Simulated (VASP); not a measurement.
A run of VASP 6.6.1 is set up as follows.

INCAR

```
PREC = Accurate
ENCUT = 600
EDIFF = 1E-6
ISMEAR = -1
SIGMA = 0.05
LREAL = F
LASPH = T
NELM = 60
ALGO = Normal
ISIF = 3
LWAVE = F
LCHARG = F
GGA = B5
ALDAX = 1.0
AGGAX = 1.0
AGGAC = 1.0
ALDAC = 0.0
IVDW = 13
VDW_S6 = 1.0
VDW_S8 = 2.34076671
VDW_A1 = 0.44488865
VDW_A2 = 4.0933009
IBRION = 2
NSW = 60
EDIFFG = -0.01
```

KPOINTS

```
Automatic mesh
0
Gamma
  8 8 8
```

The input POSCAR:

```
NaCl
1.0
    3.5021900000      0.0000000000      0.0000000000
    0.0000000000      3.5021900000      0.0000000000
    0.0000000000      0.0000000000      3.5021900000
Cl Na
1 1
Direct
    0.5000000000      0.5000000000      0.5000000000
    0.0000000000      0.0000000000      0.0000000000
```

Potentials or basis: VASP PAW PBE potentials, release 64 (Cl, Na_pv).

The run is started by

```console
$ cat potpaw_PBE.64/Cl/POTCAR potpaw_PBE.64/Na_pv/POTCAR > POTCAR
$ mpirun -np 1 vasp_std > vasp.out
```

Predict the relaxed volume.

21.27 Å³/atom.

Predict the dispersion energy per atom.

-0.190 eV.

Step by step:
```
step  energy change (eV)  largest force (eV/Å)  pressure (GPa)  volume (Å³)
   1              0.0000                0.0000           -0.33        42.96
   2             -0.0004                0.0000           -0.13        42.68
   3             -0.0005                0.0000           -0.07        42.54
```

Caveat: the PAW data sets were made with another functional, which shifts forces and pressure a little.
